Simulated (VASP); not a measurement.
Input of a VASP 6.6.1 run:

INCAR

```
  ALGO = Normal
  EDIFF = 1E-6
  ENCUT = 690
  GGA = PE
  GGA_COMPAT = F
  ISIF = 2
  ISMEAR = -1
  ISPIN = 2
  LASPH = T
  LCHARG = F
  LMAXMIX = 4
  LORBIT = 11
  LREAL = F
  LWAVE = F
  MAGMOM = 1.69 1.69
  NBANDS = 28
  NELM = 200
  PREC = Accurate
  SIGMA = 0.05
```

File KPOINTS:

```
k-points
0
Gamma
  2 2 1
```

POSCAR

```
Co
1.0
    2.4935221926      0.0000000000      0.0000000000
   -1.2467610963      2.1594535637      0.0000000000
    0.0000000000      0.0000000000      4.0277844638
Co
2
Direct
    0.3333333333      0.6666666667      0.2500000000
    0.6666666667      0.3333333333      0.7500000000
```

Potentials or basis: VASP PAW PBE potentials, release 64 (Co_sv).

Command:

```sh
$ cat potpaw_PBE.64/Co_sv/POTCAR > POTCAR
$ mpirun -np 1 vasp_std > vasp.out
```

**Question.** Estimate the pressure.

**Answer.** -1.9 GPa.

**Question.** Estimate the site moments.

**Answer.** Co +1.48 μB.

Stress tensor (GPa, compression positive):
```
 1.53  0.00  0.00
 0.00  1.53  0.00
 0.00  0.00 -8.86
```

Caveat: the k points lie up to 1.56 Å⁻¹ apart, too coarse for converged energies, forces and pressures.
